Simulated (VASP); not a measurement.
# CoO (I4/mmm) in VASP: single point with PBE

Aim: the single point of CoO with PBE.

Everything below comes from runs of VASP 6.6.1. Logs are shortened: lines on timing, memory, paths and dates and some standing lists are left out, and cuts for length are marked.

## Step 1: The cell of the first run

The structure is tetragonal, space group I4/mmm (No. 139). Conventional cell: a = 3.016 Å, b = 3.016 Å, c = 4.214 Å, α = 90.00°, β = 90.00°, γ = 90.00°. Co (site symmetry 4/mmm) has 6 O at 2.11 to 2.13 Å within 2.8 Å. Within 2.8 Å of O (site symmetry 4/mmm) lie 6 Co at 2.11 to 2.13 Å.

## Step 2: Single point, PBE, collinear spin, ferromagnetic start

INCAR

```
PREC = Accurate
ENCUT = 520
EDIFF = 1E-6
ISMEAR = 0
SIGMA = 0.1
LREAL = False
LASPH = True
NELM = 150
ALGO = Normal
ISIF = 2
LWAVE = False
LCHARG = False
ISPIN = 2
MAGMOM = 2.73 0.35
LORBIT = 11
LMAXMIX = 4
GGA = PE
ISYM = 0
NBANDS = 18
```

KPOINTS

```
regular mesh
0
Gamma
  13 13 14
```

POSCAR

```
CoO
1.0
    2.9981046170      0.0000000000      0.0000000000
    1.4811032101      2.6067152848      0.0000000000
    0.0358981969     -1.7238826708      2.4526661313
Co O
1 1
Direct
    0.0000000000      0.0000000000      0.0000000000
    0.5000000000      0.0000000000      0.5000000000
```

Potentials or basis: VASP PAW PBE potentials, release 64 (Co, O).

Run with:

```console
cat potpaw_PBE.64/Co/POTCAR potpaw_PBE.64/O/POTCAR > POTCAR
mpirun -np 1 vasp_std > vasp.out
```

OUTCAR:

```text
PREC = Accurate
   ENCUT = 520
   EDIFF = 1E-6
   ISMEAR = 0
   LREAL = False
   LASPH = True
   NELM = 150
   ISIF = 2
   ISPIN = 2
   LORBIT = 11
   GGA = PE
   ISYM = 0

 ion  position               nearest neighbor table
   1  0.000  0.000  0.000-   2 2.11   2 2.11   2 2.13   2 2.13   2 2.13   2 2.13
   2  0.500  0.000  0.500-   1 2.11   1 2.11   1 2.13   1 2.13   1 2.13   1 2.13

IMPORTANT INFORMATION: All symmetrisations will be switched off!
NOSYMM: (Re-)initialisation of all symmetry stuff for point group C_1.

----------------------------------------------------------------------------------------

                                     Primitive cell

  volume of cell :      19.1681

  direct lattice vectors                    reciprocal lattice vectors
     2.998104617  0.000000000  0.000000000     0.333544065 -0.189515590 -0.138084947
     1.481103210  2.606715285  0.000000000     0.000000000  0.383624558  0.269634631
     0.035898197 -1.723882671  2.452666131     0.000000000  0.000000000  0.407719578

  length of vectors
     2.998104617  2.998104617  2.998104617     0.407719578  0.468903654  0.407719578

  position of ions in fractional coordinates (direct lattice)
     0.000000000  0.000000000  0.000000000
     0.500000000  0.000000000  0.500000000

  ion indices of the primitive-cell ions
   primitive index   ion index
                 1           1
                 2           2

----------------------------------------------------------------------------------------

 KPOINTS: regular mesh

Automatic generation of k-mesh.
 Grid dimensions read from file:
 generate k-points for:   13   13   14

 Generating k-lattice:

  Cartesian coordinates                     Fractional coordinates (reciprocal lattice)
     0.025657236 -0.014578122 -0.010621919     0.076923077  0.000000000  0.000000000
     0.000000000  0.029509581  0.020741125     0.000000000  0.076923077  0.000000000
     0.000000000  0.000000000  0.029122827     0.000000000  0.000000000  0.071428571

  Length of vectors
     0.031363044  0.036069512  0.029122827

  Shift w.r.t. Gamma in fractional coordinates (k-lattice)
     0.000000000  0.000000000  0.000000000

 -----------------------------------------------------------------------------
|                                                                             |
|           W    W    AA    RRRRR   N    N  II  N    N   GGGG   !!!           |
|           W    W   A  A   R    R  NN   N  II  NN   N  G    G  !!!           |
|           W    W  A    A  R    R  N N  N  II  N N  N  G       !!!           |
|           W WW W  AAAAAA  RRRRR   N  N N  II  N  N N  G  GGG   !            |
|           WW  WW  A    A  R   R   N   NN  II  N   NN  G    G                |
|           W    W  A    A  R    R  N    N  II  N    N   GGGG   !!!           |
|                                                                             |
|     Your reciprocal lattice and k-lattice belong to different lattice       |
|     classes:                                                                |
|                                                                             |
|        The reciprocal lattice is body-centered tetragonal,                  |
|        whereas your k-lattice is triclinic.                                 |
|                                                                             |
|     Results are often still useful ...                                      |
|                                                                             |
 -----------------------------------------------------------------------------

 WARNING: IBZKPT: internal override: KBLOWUP is changed to .FALSE.
      ... skipping the blow-up phase ...

 Subroutine IBZKPT returns following result:
 ===========================================

 Found   1184 irreducible k-points:

 Following reciprocal coordinates:
            Coordinates               Weight
  0.000000  0.000000  0.000000      1.000000
  0.076923  0.000000 -0.000000      2.000000
  0.153846  0.000000  0.000000      2.000000
  0.230769  0.000000  0.000000      2.000000
  0.307692  0.000000  0.000000      2.000000
  0.384615 -0.000000  0.000000      2.000000
[... 16 lines left out ...]
  0.153846  0.153846 -0.000000      2.000000
  0.230769  0.153846 -0.000000      2.000000
 [... further k-points ...]
   k-points           NKPTS =   1184   k-points in BZ     NKDIM =   1184   number of bands    NBANDS=     18
   number of dos      NEDOS =    301   number of ions     NIONS =      2
   total plane-waves  NPLWV =  13824
   dimension x,y,z NGX =    24 NGY =   24 NGZ =   24
   dimension x,y,z NGXF=    48 NGYF=   48 NGZF=   48
   ions per type =               1   1
   NGX,Y,Z   is equivalent  to a cutoff of  13.31, 13.31, 13.31 a.u.
   NGXF,Y,Z  is equivalent  to a cutoff of  26.62, 26.62, 26.62 a.u.
 SYSTEM =  unknown system
   PREC   = accura    normal or accurate (medium, high low for compatibility)
   ISTART =      0    job   : 0-new  1-cont  2-samecut
   ICHARG =      2    charge: 1-file 2-atom 10-const
   ISPIN  =      2    spin polarized calculation?
   LNONCOLLINEAR =      F non collinear calculations
   LSORBIT =      F    spin-orbit coupling
   LASPH  =      T    aspherical Exc in radial PAW
   ENCUT  =  520.0 eV  38.22 Ry    6.18 a.u.   5.57  5.57  5.57*2*pi/ulx,y,z
   NELM   =    150;   NELMIN=  2; NELMDL= -5     # of ELM steps
   EDIFF  = 0.1E-05   stopping-criterion for ELM
   LREAL  =      F    real-space projection
   EDIFFG = 0.1E-04   stopping-criterion for IOM
   NSW    =      0    number of steps for IOM
   IBRION =     -1    ionic relax: 0-MD 1-quasi-New 2-CG
   NFREE  =      0    steps in history (QN), initial steepest desc. (CG)
   ISIF   =      2    stress and relaxation
   ISYM   =      0    0-nonsym 1-usesym 2-fastsym
   POTIM  = 0.5000    time-step for ionic-motion
   TEBEG  =    0.0;   TEEND  =   0.0 temperature during run
   PSTRESS=    0.0 pullay stress
   NELECT =      15.0000    total number of electrons
   NUPDOWN=      -1.0000    fix difference up-down
   EMIN   =  10.00;   EMAX   =-10.00  energy-range for DOS
   EFERMI =   0.00;   METHOD = LEGACY
   ISMEAR =     0;   SIGMA  =   0.10  broadening in eV -4-tet -1-fermi 0-gaus
   EFERMI_NEDOS =   21; number of points for ismear=-14 and -15
   IALGO  =     38    algorithm
   IMIX   =      4    mixing-type and parameters
     AMIX     =   0.40;   BMIX     =  1.00
     AMIX_MAG =   1.60;   BMIX_MAG =  1.00
  volume/ion in A,a.u.               =       9.58        64.68
  Fermi-wavevector in a.u.,A,eV,Ry     =   1.508617  2.850873 30.965840  2.275925
  Thomas-Fermi vector in A             =   2.619048
   LORBIT       =     11    0 simple, 1 ext, 2 COOP (PROOUT), +10 PAW based schemes
   GGA     = PE    functional components
   LHFCALC =     F    Hartree Fock is set to
   AEXX    =    0.0000 exact exchange contribution
   IVDW    =     0    specifies the selected vdW correction
   LEPSILON=     F    determine dielectric tensor
   LRPA    =     F    only Hartree local field effects (RPA)
 spin polarized calculation
 Gauss-broadening in eV      SIGMA  =   0.10
  energy-cutoff  :      520.00
  volume of cell :       19.17
 maximum number of plane-waves:       533
   NGX = 11   NGY = 11   NGZ = 11

 number of electron      15.0000006 magnetization       2.8931514

 Free energy of the ion-electron system (eV)
  ---------------------------------------------------
  ext. energy  EPLUGINS =         0.00000000
  ---------------------------------------------------
  free energy    TOTEN  =       -13.05640827 eV

  energy without entropy =      -13.03491563  energy(sigma->0) =      -13.04566195

 E-fermi :   8.0179     XC(G=0): -12.4547

 val. band max:        8.0178571752   @ k =   0.4615   0.4615   0.2857
 cond. band min:       8.0180659007   @ k =   0.0000   0.0000   0.4286
 fundamental gap:      0.0002087255
 Fermi energy:         8.0178823049

 spin component 1

 k-point     1 :       0.0000    0.0000    0.0000
  band No.  band energies     occupation
      1     -12.2423      1.00000
      2       4.7491      1.00000
      3       4.7607      1.00000
      4       4.8461      1.00000
      5       4.8853      1.00000
      6       4.8855      1.00000
[... 10 lines left out ...]
     17      29.9200      0.00000
     18      32.8280      0.00000

 k-point     2 :       0.0769    0.0000   -0.0000
  band No.  band energies     occupation
      1     -12.1802      1.00000
      2       4.0943      1.00000
      3       4.1214      1.00000
      4       4.1736      1.00000
      5       4.9259      1.00000
      6       4.9995      1.00000
[... 10 lines left out ...]
     17      30.4671      0.00000
     18      33.8418      0.00000

 k-point     3 :       0.1538    0.0000    0.0000
  band No.  band energies     occupation
      1     -12.0030      1.00000
      2       3.1289      1.00000
      3       3.4445      1.00000
      4       3.4757      1.00000
      5       5.0417      1.00000
      6       5.1121      1.00000
[... 10 lines left out ...]
     17      32.4344      0.00000
     18      35.7355      0.00000

 k-point     4 :       0.2308    0.0000    0.0000
  band No.  band energies     occupation
      1     -11.7394      1.00000
      2       2.0272      1.00000
      3       2.8842      1.00000
      4       2.9203      1.00000
      5       5.2093      1.00000
      6       5.2732      1.00000
[... 375 lines left out ...]
      4       3.8988      1.00000
      5       4.9032      1.00000
      6       5.0023      1.00000
[... 10 lines left out ...]
     17      32.2580      0.00000
     18      34.5344      0.00000

 k-point    23 :       0.1538    0.1538   -0.0000
  band No.  band energies     occupation
      1     -12.0030      1.00000
      2       3.1288      1.00000
      3       3.4445      1.00000
      4       3.4757      1.00000
      5       5.0415      1.00000
      6       5.1126      1.00000
[... 10 lines left out ...]
     17      32.4344      0.00000
     18      35.7355      0.00000

 k-point    24 :       0.2308    0.1538   -0.0000
  band No.  band energies     occupation
      1     -11.8746      1.00000
      2       2.4870      1.00000
      3       3.0077      1.00000
      4       3.5683      1.00000
      5       5.0911      1.00000
      6       5.1481      1.00000
[... 10 lines left out ...]
     17      33.9508      0.00000
     18      35.6183      0.00000

 [... further k-points ...]

 spin component 2

 k-point     1 :       0.0000    0.0000    0.0000
  band No.  band energies     occupation
      1     -11.7450      1.00000
      2       5.3885      1.00000
      3       5.4472      1.00000
      4       5.4476      1.00000
      5       6.8913      1.00000
      6       6.8916      1.00000
[... 10 lines left out ...]
     17      30.8876      0.00000
     18      33.6564      0.00000

 k-point     2 :       0.0769    0.0000   -0.0000
  band No.  band energies     occupation
      1     -11.6813      1.00000
      2       4.8838      1.00000
      3       5.1875      1.00000
      4       5.2232      1.00000
      5       6.9757      1.00000
      6       6.9874      1.00000
[... 10 lines left out ...]
     17      31.3109      0.00000
     18      34.7038      0.00000

 k-point     3 :       0.1538    0.0000    0.0000
  band No.  band energies     occupation
      1     -11.4992      1.00000
      2       3.8071      1.00000
      3       4.7137      1.00000
      4       4.7511      1.00000
      5       7.1530      1.00000
      6       7.1534      1.00000
[... 10 lines left out ...]
     17      33.0479      0.00000
     18      36.6262      0.00000

 k-point     4 :       0.2308    0.0000    0.0000
  band No.  band energies     occupation
      1     -11.2282      1.00000
      2       2.6590      1.00000
      3       4.2172      1.00000
      4       4.2561      1.00000
      5       7.3574      1.00000
      6       7.3702      1.00000
[... 375 lines left out ...]
      4       4.9141      1.00000
      5       6.8610      1.00000
      6       7.3181      1.00000
[... 10 lines left out ...]
     17      32.9956      0.00000
     18      35.3721      0.00000

 k-point    23 :       0.1538    0.1538   -0.0000
  band No.  band energies     occupation
      1     -11.4992      1.00000
      2       3.8074      1.00000
      3       4.7132      1.00000
      4       4.7513      1.00000
      5       7.1529      1.00000
      6       7.1533      1.00000
[... 10 lines left out ...]
     17      33.0479      0.00000
     18      36.6262      0.00000

 k-point    24 :       0.2308    0.1538   -0.0000
  band No.  band energies     occupation
      1     -11.3670      1.00000
      2       3.2412      1.00000
      3       4.3969      1.00000
      4       4.5639      1.00000
      5       7.1235      1.00000
      6       7.3629      1.00000
[... 10 lines left out ...]
     17      34.5401      0.00000
     18      36.4600      0.00000

 [... further k-points ...]

------------------------ aborting loop because EDIFF is reached ----------------------------------------

  FORCE on cell =-STRESS in cart. coord.  units (eV):
  Direction    XX          YY          ZZ          XY          YZ          ZX
  --------------------------------------------------------------------------------------
  -------------------------------------------------------------------------------------
  Total       -0.0566833     -0.0640208     -0.0609813      0.0025670     -0.0033903     -0.0044428
  in kB       -4.7379098     -5.3512217     -5.0971582      0.2145620     -0.2833821     -0.3713562
  external PRESSURE =      -5.0620966 kB  Pullay stress =       0.0000000 kB

 VOLUME and BASIS-vectors are now :
 -----------------------------------------------------------------------------
  energy-cutoff  :      520.00
  volume of cell :       19.17
      direct lattice vectors                 reciprocal lattice vectors
     2.998104617  0.000000000  0.000000000     0.333544065 -0.189515590 -0.138084947
     1.481103210  2.606715285  0.000000000     0.000000000  0.383624558  0.269634631
     0.035898197 -1.723882671  2.452666131     0.000000000  0.000000000  0.407719578

 POSITION                                       TOTAL-FORCE (eV/Angst)
 -----------------------------------------------------------------------------------
      0.00000      0.00000      0.00000        -0.000001      0.000000     -0.000000
      1.51700     -0.86194      1.22633         0.000001     -0.000000      0.000000
 -----------------------------------------------------------------------------------
    total drift:                               -0.000001      0.000000     -0.000000

  FREE ENERGIE OF THE ION-ELECTRON SYSTEM (eV)
  ---------------------------------------------------
  free  energy   TOTEN  =       -13.0564082725 eV

  energy  without entropy=      -13.0349156317  energy(sigma->0) =      -13.04566195

 total charge

# of ion       s       p       d       tot
------------------------------------------
    1        0.296   0.362   7.149   7.807
    2        1.556   3.427   0.000   4.983
--------------------------------------------------
tot          1.852   3.789   7.149  12.790

 magnetization (x)

# of ion       s       p       d       tot
------------------------------------------
    1        0.021   0.018   2.509   2.547
    2        0.029   0.267   0.000   0.295
--------------------------------------------------
tot          0.049   0.284   2.509   2.843
```

It took 28 min on 1 thread of Oxide Virtual Turin-like, shared host; peak memory 0.64 GiB.

What came out:

```yaml
Free_energy: -13.0564 eV
Pressure: -0.5 GPa
Net_moment: 2.89 μB per cell
Site_moments: Co +2.55; O +0.29 μB
Valence_electrons_inside_the_program's_atomic_spheres: Co 7.81; O 4.98
```

Levels at points of the mesh, in eV from the Fermi level:
Spin up:
```csv
k point,band 7,band 8,band 9,band 10,band 11,band 12
"(0.00, 0.00, 0.00)",-3.12,-3.11,-2.98,1.05,16.89,18.19
"(0.00, 0.00, 0.50)",-1.78,0.09,0.17,5.10,9.42,13.37
```
Spin down:
```
           k point  band 4  band 5  band 6  band 7  band 8  band 9
(0.00, 0.00, 0.00)   -2.57   -1.13   -1.13   -1.09    0.03    0.08
(0.00, 0.00, 0.50)   -4.65   -0.15   -0.11    0.18    2.70    2.74
```

Caveat: a cell with one magnetic atom can't hold antiferromagnetic order, which such compounds often take; semilocal functionals often make such compounds metallic where correlation or magnetic order opens a gap, which also shifts bond lengths. With open d or f shells a metallic result of PBE can be an artefact of self-interaction; +U or a hybrid may open a gap.
